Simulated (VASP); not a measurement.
# BaTe (R-3m) in VASP: single point with HSE06

Aim: the single point of BaTe with HSE06.

Everything below comes from runs of VASP 6.6.1. Logs are shortened: lines on timing, memory, paths and dates and some standing lists are left out, and cuts for length are marked.

**1. The cell of the first run**

It takes space group R-3m (No. 166, trigonal). The conventional cell has a = 5.195 Å, b = 5.195 Å, c = 11.742 Å, α = 90.00°, β = 90.00°, γ = 120.00°. Ba (site symmetry -3m) has 6 Te at 3.58 Å within 4.7 Å. Within 4.7 Å of Te (site symmetry -3m) lie 6 Ba at 3.58 Å.

**2. Single point, HSE06 (epitaxial 111 strain +4.0%)**

File POSCAR:

```
BaTe
1.0
   -0.1893809527      3.4843013552      3.4843013552
    3.4843013552     -0.1893809527      3.4843013552
    3.4843013552      3.4843013552     -0.1893809527
Ba Te
1 1
Direct
    0.0000000000      0.0000000000      0.0000000000
    0.5000000000      0.5000000000      0.5000000000
```

File INCAR.step1:

```
ALGO     = Normal         # electronic algorithm
EDIFF    = 1E-5           # SCF threshold, eV
ENCUT    = 520            # plane-wave cutoff, eV
GGA      = PE             # functional
ISIF     = 2              # what is computed and relaxed
ISMEAR   = 0              # smearing method
LASPH    = T              # aspherical terms in the spheres
LREAL    = F              # projectors in reciprocal space
LWAVE    = T              # write WAVECAR
NBANDS   = 15             # bands
NELM     = 60             # most SCF steps
PREC     = Accurate       # precision mode
SIGMA    = 0.01           # smearing width, eV
```

File INCAR.step2:

```
ALGO     = Normal         # electronic algorithm
EDIFF    = 1E-6           # SCF threshold, eV
ENCUT    = 520            # plane-wave cutoff, eV
GGA      = PE             # functional
HFSCREEN = 0.2079         # screening, 1/A
ISIF     = 2              # what is computed and relaxed
ISMEAR   = 0              # smearing method
ISTART   = 1            
LASPH    = T              # aspherical terms in the spheres
LCHARG   = T              # write CHGCAR
LELF     = T              # ELF
LHFCALC  = T              # exact exchange
LREAL    = F              # projectors in reciprocal space
LVHAR    = T            
LWAVE    = F              # write WAVECAR
NBANDS   = 15             # bands
NELM     = 60             # most SCF steps
PREC     = Accurate       # precision mode
PRECFOCK = Normal       
SIGMA    = 0.01           # smearing width, eV
```

File KPOINTS:

```
k-points
0
Gamma
  4 4 4
```

Potentials or basis: VASP PAW PBE potentials, release 64 (Ba_sv, Te).

The run is started by

```console
> cat potpaw_PBE.64/Ba_sv/POTCAR potpaw_PBE.64/Te/POTCAR > POTCAR
> cp INCAR.step1 INCAR
> mpirun -np 1 vasp_std > vasp.out
> cp INCAR.step2 INCAR
> mpirun -np 1 vasp_std > vasp.out
```

OUTCAR:

```text
EDIFF = 1E-6
   ENCUT = 520
   GGA = PE
   HFSCREEN = 0.2079
   ISIF = 2
   ISMEAR = 0
   ISTART = 1
   LASPH = T
   LHFCALC = T
   LREAL = F
   NELM = 60
   PREC = Accurate
   PRECFOCK = Normal

 ion  position               nearest neighbor table
   1  0.000  0.000  0.000-   2 3.58   2 3.58   2 3.58   2 3.58   2 3.58   2 3.58
   2  0.500  0.500  0.500-   1 3.58   1 3.58   1 3.58   1 3.58   1 3.58   1 3.58

  LATTYP: Found a trigonal (rhomboedric) cell.
 ALAT       =     4.9311841390
 COS(alpha) =     0.4449900703

  Lattice vectors:

 A1 = (  -0.1893809527,   3.4843013552,   3.4843013552)
 A2 = (   3.4843013552,  -0.1893809527,   3.4843013552)
 A3 = (   3.4843013552,   3.4843013552,  -0.1893809527)

Analysis of symmetry for initial positions (statically):
=====================================================================
 Subroutine PRICEL returns:
 Original cell was already a primitive cell.

 Routine SETGRP: Setting up the symmetry group for a
 trigonal (rhombohedral) supercell.

 Subroutine GETGRP returns: Found 12 space group operations
 (whereof 12 operations were pure point group operations)
 out of a pool of 12 trial point group operations.

The static configuration has the point symmetry D_3d.

Analysis of symmetry for dynamics (positions and initial velocities):
=====================================================================
 Subroutine PRICEL returns:
 Original cell was already a primitive cell.

 Routine SETGRP: Setting up the symmetry group for a
 trigonal (rhombohedral) supercell.

 Subroutine GETGRP returns: Found 12 space group operations
 (whereof 12 operations were pure point group operations)
 out of a pool of 12 trial point group operations.

The dynamic configuration has the point symmetry D_3d.

 Subroutine INISYM returns: Found 12 space group operations
 (whereof 12 operations are pure point group operations),
 and found     1 'primitive' translations

----------------------------------------------------------------------------------------

                                     Primitive cell

  volume of cell :      91.4920

  direct lattice vectors                    reciprocal lattice vectors
    -0.189380953  3.484301355  3.484301355    -0.132301111  0.139905334  0.139905334
     3.484301355 -0.189380953  3.484301355     0.139905334 -0.132301111  0.139905334
[... 90 lines left out ...]
   IALGO  =     38    algorithm
   IMIX   =      1    mixing-type and parameters
     AMIX     =   0.40;   BMIX     =  1.00
     AMIX_MAG =   1.60;   BMIX_MAG =  1.00
  volume/ion in A,a.u.               =      45.75       308.71
  Fermi-wavevector in a.u.,A,eV,Ry     =   0.915490  1.730026 11.403352  0.838123
  Thomas-Fermi vector in A             =   2.040238
   LORBIT       =      0    0 simple, 1 ext, 2 COOP (PROOUT), +10 PAW based schemes
   GGA     = PE    functional components
   LHFCALC =     T    Hartree Fock is set to
   PRECFOCK=normal    Normal, Fast or Accurate (Low or Medium for compatibility)
   ENCUT4O =  -1.0   cutoff for four orbital integrals eV
   NKREDX  =     1    reduce k-point grid by
   NKREDY  =     1    reduce k-point grid by
   NKREDZ  =     1    reduce k-point grid by
   AEXX    =    0.2500 exact exchange contribution
   HFSCREEN=    0.2079 screening length (either q_TF or 0.3 A-1)
   HFSCREENC=   0.2079 screening length for correlation (either q_TF or 0.3 A-1)
   ENCUTFOCK=  -1.0 apply spherical cutoff to Coloumb kernel
   IVDW    =     0    specifies the selected vdW correction
   LEPSILON=     F    determine dielectric tensor
   LRPA    =     F    only Hartree local field effects (RPA)
 non-spin polarized calculation
 Gauss-broadening in eV      SIGMA  =   0.01
  energy-cutoff  :      520.00
  volume of cell :       91.49
 maximum number of plane-waves:      2493
 NGX is ok and might be reduce to    40
  NGX = 28; NGY = 28; NGZ = 28

 number of electron      16.0000000 magnetization

 Free energy of the ion-electron system (eV)
  ---------------------------------------------------
  ext. energy  EPLUGINS =         0.00000000
  ---------------------------------------------------
  free energy    TOTEN  =        -9.76106840 eV

  energy without entropy =       -9.76106840  energy(sigma->0) =       -9.76106840

 E-fermi :   1.6333     XC(G=0):  -6.7148

 val. band max:        1.5611408918   @ k =   0.0000   0.0000   0.0000
 cond. band min:       3.7425297623   @ k =   0.5000   0.5000  -0.0000
 fundamental gap:      2.1813888704
 Fermi energy:         1.6332760069

 k-point     1 :       0.0000    0.0000    0.0000
  band No.  band energies     occupation
      1     -27.7504      2.00000
      2     -11.8299      2.00000
      3     -11.8216      2.00000
      4     -11.8216      2.00000
      5      -8.8573      2.00000
      6       1.3127      2.00000
      7       1.3127      2.00000
      8       1.5611      2.00000
      9       4.6822      0.00000
     10       4.9746      0.00000
     11       4.9746      0.00000
     12       5.6632      0.00000
     13       5.7794      0.00000
     14       5.7794      0.00000
[... 203 lines left out ...]
      2     -12.1912      2.00000
      3     -11.8370      2.00000
      4     -11.8370      2.00000
      5      -8.1747      2.00000
      6      -0.7858      2.00000
      7       0.1220      2.00000
      8       0.1220      2.00000
      9       6.1100      0.00000
     10       7.0408      0.00000
     11       7.3635      0.00000
     12       7.3635      0.00000
     13       8.8547      0.00000
     14       8.8547      0.00000
     15       9.8195      0.00000

------------------------ aborting loop because EDIFF is reached ----------------------------------------

  FORCE on cell =-STRESS in cart. coord.  units (eV):
  Direction    XX          YY          ZZ          XY          YZ          ZX
  --------------------------------------------------------------------------------------
  -------------------------------------------------------------------------------------
  Total       -0.6454198     -0.6454198     -0.6454198      0.3337360      0.3337360      0.3337360
  in kB      -11.3023780    -11.3023780    -11.3023780      5.8442741      5.8442741      5.8442741
  external PRESSURE =     -11.3023780 kB  Pullay stress =       0.0000000 kB

 VOLUME and BASIS-vectors are now :
 -----------------------------------------------------------------------------
  energy-cutoff  :      520.00
  volume of cell :       91.49
      direct lattice vectors                 reciprocal lattice vectors
    -0.189380953  3.484301355  3.484301355    -0.132301111  0.139905334  0.139905334
     3.484301355 -0.189380953  3.484301355     0.139905334 -0.132301111  0.139905334
     3.484301355  3.484301355 -0.189380953     0.139905334  0.139905334 -0.132301111

 POSITION                                       TOTAL-FORCE (eV/Angst)
 -----------------------------------------------------------------------------------
      0.00000      0.00000      0.00000         0.000000      0.000000      0.000000
      3.38961      3.38961      3.38961        -0.000000     -0.000000     -0.000000
 -----------------------------------------------------------------------------------
    total drift:                               -0.000000     -0.000000     -0.000000

  FREE ENERGIE OF THE ION-ELECTRON SYSTEM (eV)
  ---------------------------------------------------
  free  energy   TOTEN  =        -9.7610683958 eV

  energy  without entropy=       -9.7610683958  energy(sigma->0) =       -9.76106840
```

Run time: 15 min. Hardware: 1 thread of Intel Xeon Platinum 8259CL at 2.50GHz (Skylake/Cascade Lake), shared host; peak memory 0.35 GiB.

What came out:

```yaml
Free_energy: -9.7611 eV
Pressure: -1.1 GPa
Band_gap_on_the_k_mesh: 2.18 eV (least direct gap 2.65 eV)
```

Caveat: the cell differs from its parent crystal (epitaxial 111 strain +4.0%); the PAW data sets were made with another functional, which shifts forces and pressure a little; spin-orbit coupling is left out, which moves the levels of the heavy elements.
